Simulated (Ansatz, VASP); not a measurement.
Given: the input of a run of Ansatz 0.2.0 on Lu.

input.yaml

```yaml
crystal:
  lattice:
    - [3.455755007, 0.0, 0.0]
    - [-1.7278775035, 2.9927716254, 0.0]
    - [0.0, 0.0, 5.4758786414]
  atoms:
    - { symbol: Lu, position: [0.6666666667, 0.3333333333, 0.75] }
    - { symbol: Lu, position: [0.3333333333, 0.6666666667, 0.25] }
kpoints:
  mp_grid: { grid: [9, 9, 5] }
scf:
  occupations: { method: fermi_dirac, width: 0.05 }
hamiltonian:
  xc: pbesol
  pseudopotentials: { kind: all_electron, lapw: { basis_error: 0.0005 } }
output:
  forces: true
  stress: true
  eigenvalues: true
```

Potentials or basis: all-electron LAPW, scalar-relativistic.

Launch:

```sh
$ ansatz run input.yaml --threads 1 --pin off --max-ram 3072MiB --backend cpu --events-out ev --progress --plain --runs-dir out
```

Task: Translate it to VASP 6.6.1. Potentials there: VASP PAW PBE potentials, release 64 (Lu).

Result: As run (the cutoff follows the program's own potentials):

File INCAR:

```
SYSTEM = Lu
ALGO = Fast
EDIFF = 1E-7
ENCUT = 520
GGA = PS
ISIF = 2
ISMEAR = -1
LASPH = .True.
LCHARG = .False.
LREAL = .False.
LWAVE = .False.
NBANDS = 32
NELM = 80
PREC = Accurate
SIGMA = 0.05
```

The input KPOINTS:

```
k-points
0
Gamma
  9 9 5
  0 0 0
```

File POSCAR:

```
Lu
1.0
    3.4557550070      0.0000000000      0.0000000000
   -1.7278775035      2.9927716254      0.0000000000
    0.0000000000      0.0000000000      5.4758786414
Lu
2
Direct
    0.6666666667      0.3333333333      0.7500000000
    0.3333333333      0.6666666667      0.2500000000
```

Potentials or basis: VASP PAW PBE potentials, release 64 (Lu).

Run with:

```console
$ cat potpaw_PBE.64/Lu/POTCAR > POTCAR
$ mpirun -np 1 vasp_std > vasp.out
```

Both were run:

|  | VASP | Ansatz | Ansatz less VASP |
| --- | --- | --- | --- |
| gap on the k mesh at the Fermi level (eV) | none | none | - |
| pressure (GPa) | -1.3 | -1.3 | +0.01 |
| traceless stress, the component that is largest in VASP (GPa) | -0.83 | -0.83 | +0.005 |

VASP's potentials were made for PBE, not for PBEsol. A gap of «none» marks a metal or a gap that the smearing closes. Ansatz ran all-electron here, and VASP with PAW potentials.

Spin-orbit coupling is off throughout.
